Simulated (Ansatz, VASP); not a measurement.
## Ge in VASP and in Ansatz

The input INCAR:

```
  PREC = Accurate
  ENCUT = 600
  EDIFF = 1E-7
  ISMEAR = 0
  SIGMA = 0.01
  LREAL = False
  LASPH = True
  NELM = 80
  ALGO = Normal
  ISIF = 3
  LWAVE = False
  LCHARG = False
  GGA = PS
  IBRION = 2
  NSW = 100
  EDIFFG = -0.005
```

File KPOINTS:

```
Automatic mesh
0
Gamma
  12 12 6
```

File POSCAR:

```
Ge
1.0
    3.9975858431      0.0000000000      0.0000000000
   -1.9987929216      3.4620108940      0.0000000000
    0.0000000000      0.0000000000      6.5993779500
Ge
4
Direct
    0.6666666700      0.3333333300      0.0629012500
    0.3333333300      0.6666666700      0.5629012500
    0.6666666700      0.3333333300      0.4370987500
    0.3333333300      0.6666666700      0.9370987500
```

Input for Ansatz:

```yaml
crystal:
  lattice:
    - [3.9975858431, 0.0, 0.0]
    - [-1.9987929216, 3.462010894, 0.0]
    - [0.0, 0.0, 6.59937795]
  atoms:
    - { symbol: Ge, position: [0.66666667, 0.33333333, 0.06290125] }
    - { symbol: Ge, position: [0.33333333, 0.66666667, 0.56290125] }
    - { symbol: Ge, position: [0.66666667, 0.33333333, 0.43709875] }
    - { symbol: Ge, position: [0.33333333, 0.66666667, 0.93709875] }
basis:
  ecutwfc: 420
kpoints:
  mp_grid: { grid: [12, 12, 6] }
hamiltonian:
  xc: pbesol
scf:
  occupations: { method: gaussian, width: 0.01 }
output:
  forces: true
  stress: true
  eigenvalues: true
  write_density: true
  write_potential: true
  elf: true
  volumetric_format: npy
relax:
  adjacent_minimum: "off"
  f_tol: 0.005
  max_steps: 80
  cell: { stress_tol: 0.05 }
```

Alike in both runs: task relaxation of cell and atoms; functional PBEsol; k mesh 12 × 12 × 6; occupations gaussian, width 0.01 eV; no spin polarisation.

```csv
,VASP,Ansatz
version,VASP 6.6.1,Ansatz 0.2.0
potentials or method,"VASP PAW PBE potentials, release 64 (Ge_d), cutoff 600 eV","scalar-relativistic, plane waves, PAW"
valence electrons in the cell,56,56
```

Ansatz gave:

| Property | Result |
| --- | --- |
| gap on the k mesh at the Fermi level, each at its own relaxed structure (eV) | none |
| relaxed volume (Å³/atom) | 22.82 |
| relaxed length of the cell vector where the two differ most in proportion (Å) | 3.999 |

Task: Which values does VASP return?

Result: gap on the k mesh at the Fermi level, each at its own relaxed structure (eV): none; relaxed volume (Å³/atom): 22.78; relaxed length of the cell vector where the two differ most in proportion (Å): 3.996.

VASP's potentials were made for PBE, not for PBEsol. A gap of «none» marks a metal or a gap that the smearing closes.
